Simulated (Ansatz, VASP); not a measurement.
Two plane-wave programs on Ti2SeS

```xyz
4
Lattice="1.7958 1.0368 5.9703 -1.7958 1.0368 5.9703 0.0000 -2.0736 5.9703" Properties=species:S:1:pos:R:3 pbc="T T T"
Ti    0.0000    0.0000    4.7911
Ti    0.0000    0.0000   13.1198
Se    0.0000    0.0000    8.9554
S     0.0000    0.0000    0.0000
```

Alike in both runs: functional PBE; k mesh 4 × 4 × 4; occupations gaussian, width 0.15 eV; collinear spin.

Ansatz relaxed the structure, and its values are those at the end. VASP's run is a single point on that final structure, the one shown.

|  | VASP | Ansatz |
| --- | --- | --- |
| version | VASP 6.6.1 | Ansatz 0.2.0 |
| potentials or method | VASP PAW PBE potentials, release 64 (Ti_sv, Se, S), cutoff 520 eV | scalar-relativistic, plane waves, PAW |
| valence electrons in the cell | 36 | 46 |

Ansatz gave:

```
gap on the k mesh at the Fermi level (eV) : none
pressure (GPa)                            : 0.0
rms of the force components (eV/Å)        : 0.002
net moment per atom (μB)                  : 0.00
```

Estimate VASP's values.

gap on the k mesh at the Fermi level (eV): none; pressure (GPa): 0.2; rms of the force components (eV/Å): 0.009; net moment per atom (μB): 0.00.

A gap of «none» marks a metal or a gap that the smearing closes. VASP's potentials hold 36 valence electrons a cell and Ansatz's 46, so a difference there can come from the potentials and not from the codes. Ansatz's warnings: seeded moment not kept.

The k mesh is coarse, so the values compare programs but aren't converged.
